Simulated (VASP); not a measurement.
The system is Ge.

```
Ge
1.0
     1.39715   -2.60052    0.00000
     1.39715    2.60052    0.00000
     0.00000    0.00000    2.69823
Ge
1
Direct
  0.50000 0.50000 0.00000
```

Base run:

* Program: VASP 6.6.1
* Functional: LDA
* Potentials or basis: VASP PAW LDA potentials, release 64 (Ge_d)
* Cutoff: 520 eV
* k mesh: 9 × 9 × 8
* Occupations: methfessel-paxton, width 0.1 eV
* Spin: no spin polarisation

Its results: band gap on the k mesh zero (band 7 reaches 12.52 eV, above the bottom of band 8 at 2.79 eV); pressure -5.6 GPa.

After a change of settings the same cell gave: band gap on the k mesh zero (band 7 reaches 12.53 eV, above the bottom of band 8 at 3.69 eV); pressure -4.0 GPa. Which change was it?
A. k mesh from 9 × 9 × 8 to 3 × 3 × 3
B. k mesh from 9 × 9 × 8 to 11 × 11 × 10
C. k mesh from 9 × 9 × 8 to 4 × 4 × 4
D. k mesh from 9 × 9 × 8 to 7 × 7 × 7; further incar settings from ALGO = Normal; EDIFF = 1e-06; NBANDS = 13 to ALGO = Normal; EDIFF = 1e-07; NBANDS = 13

C.

Caveats: some runs use coarse meshes.
